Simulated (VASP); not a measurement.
Write the native input for VASP 6.6.1 that does the following.

| Quantity | Value |
| --- | --- |
| Task | relaxation of cell and atoms |
| Functional | revPBE |
| Dispersion | D4 |
| Potentials or basis | VASP PAW PBE potentials, release 64 (Fe) |
| Cutoff | 600 eV |
| k mesh | 13 × 13 × 13 |
| Occupations | fermi-dirac, width 0.05 eV |
| Spin | collinear spin, ferromagnetic start |
| Starting moments | [3.0] μB |
| Dipole correction | no |
| Further INCAR settings | ALGO = Fast; EDIFF = 1e-06; IBRION = 2; EDIFFG = -0.01; NSW = 60; ISIF = 3 |

The structure of Fe lies in POSCAR:

```
Fe
1.0
    0.0000000000      1.9417396906      1.9651051623
    1.4984397099      0.0000000000      1.9651051623
    1.4984397099      1.9417396906      0.0000000000
Fe
1
Direct
    0.0000000000      0.0000000000      0.0000000000
```

These files were run (other wordings do the same):

INCAR

```
ALGO = Fast ; EDIFF = 1E-6
EDIFFG = -0.01 ; ENCUT = 600
GGA = RE ; IBRION = 2
ISIF = 3 ; ISMEAR = -1
ISPIN = 2 ; IVDW = 13
LASPH = T ; LCHARG = F
LMAXMIX = 4 ; LORBIT = 11
LREAL = F ; LWAVE = F
MAGMOM = 3 ; NELM = 150
NSW = 60 ; PREC = Accurate
SIGMA = 0.05
```

KPOINTS

```
k-points
0
Gamma
  13 13 13
```

Potentials or basis: VASP PAW PBE potentials, release 64 (Fe).

Command:

```sh
$ cat potpaw_PBE.64/Fe/POTCAR > POTCAR
$ mpirun -np 1 vasp_std > vasp.out
```

Results of the run:

```
Relaxed volume                                        : 11.07 Å³/atom
Relaxed cell                                          : a = 2.807 Å, b = 2.432 Å, c = 2.432 Å, α = 70.51°, β = 54.75°, γ = 54.75°
Space group after relaxing (to 0.05 Å)                : Im-3m (No. 229)
Energy gained by relaxing                             : 24.2 meV/atom
Ionic steps                                           : 14
Pressure after relaxing                               : 0.0 GPa
Net moment                                            : 2.12 μB per cell
Site moments                                          : Fe +2.11 μB
Valence electrons inside the program's atomic spheres : Fe 7.32
Dispersion energy per atom                            : -0.603 eV
```

Caveat: the PAW data sets were made with another functional, which shifts forces and pressure a little; pairwise dispersion overbinds metals, which lowers pressure and volume.

Wall time 3.9 min on 1 thread of Intel(R) Xeon(R) 6975P-C (Granite Rapids), on a shared host, peak memory 0.22 GiB.
